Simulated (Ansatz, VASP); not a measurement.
Given: the input of a run of Ansatz 0.2.0 on Pb.

The input input.yaml:

```yaml
crystal:
  lattice:
    - [0.0, 2.4244952108, 2.4244952108]
    - [2.4244952108, 0.0, 2.4244952108]
    - [2.4244952108, 2.4244952108, 0.0]
  atoms:
    - { symbol: Pb, position: [0.0, 0.0, 0.0] }
kpoints:
  mp_grid: { grid: [7, 7, 7] }
scf:
  occupations: { method: methfessel_paxton, width: 0.01 }
hamiltonian:
  xc: rpbe
  dispersion: d3bj
  pseudopotentials: { kind: all_electron, lapw: { basis_error: 0.0005 } }
magnetization:
  noncollinear: true
  spin_orbit: true
output:
  forces: true
  stress: true
  eigenvalues: true
```

Potentials or basis: all-electron LAPW, relativistic spinors.

Launch:

```console
$ ansatz run input.yaml --threads 1 --pin off --max-ram 2560MiB --backend cpu --events-out ev --progress --plain --runs-dir out
```

Question: Translate it to VASP 6.6.1. Potentials there: VASP PAW PBE potentials, release 64 (Pb_d).

Answer: As run (the cutoff follows the program's own potentials):

The input INCAR:

```
SYSTEM = Pb
ALGO     = Fast           ! electronic algorithm
EDIFF    = 1E-6           ! SCF threshold, eV
ENCUT    = 520            ! plane-wave cutoff, eV
GGA      = RP             ! functional
GGA_COMPAT= .False.      
ISIF     = 2              ! what is computed and relaxed
ISMEAR   = 1              ! smearing method
IVDW     = 12             ! dispersion correction
LASPH    = .True.         ! aspherical terms in the spheres
LCHARG   = .True.         ! write CHGCAR
LORBIT   = 11             ! projections on sites
LORBMOM  = .True.       
LREAL    = .False.        ! projectors in reciprocal space
LSORBIT  = .True.         ! spin-orbit coupling
LVHAR    = .True.       
LWAVE    = .False.        ! write WAVECAR
MAGMOM   = 0 0 0          ! initial moments
NBANDS   = 25             ! bands
NELM     = 150            ! most SCF steps
PREC     = Accurate       ! precision mode
SIGMA    = 0.01           ! smearing width, eV
```

KPOINTS

```
k-points
0
Gamma
  7 7 7
  0 0 0
```

File POSCAR:

```
Pb
1.0
    0.0000000000      2.4244952108      2.4244952108
    2.4244952108      0.0000000000      2.4244952108
    2.4244952108      2.4244952108      0.0000000000
Pb
1
Direct
    0.0000000000      0.0000000000      0.0000000000
```

Potentials or basis: VASP PAW PBE potentials, release 64 (Pb_d).

The run is started by

```sh
$ cat potpaw_PBE.64/Pb_d/POTCAR > POTCAR
$ mpirun -np 1 vasp_ncl > vasp.out
```

Both were run:

|  | VASP | Ansatz | Ansatz less VASP |
| --- | --- | --- | --- |
| pressure (GPa) | -14.7 | -14.8 | -0.10 |
| net moment per atom (μB) | 0.00 | 0.00 | 0.000 |

VASP's potentials were made for PBE, not for RPBE. Ansatz ran all-electron here, and VASP with PAW potentials.

Noted on Ansatz's run: the k mesh is thin for a metal, which can move the energy by tens of meV per atom.
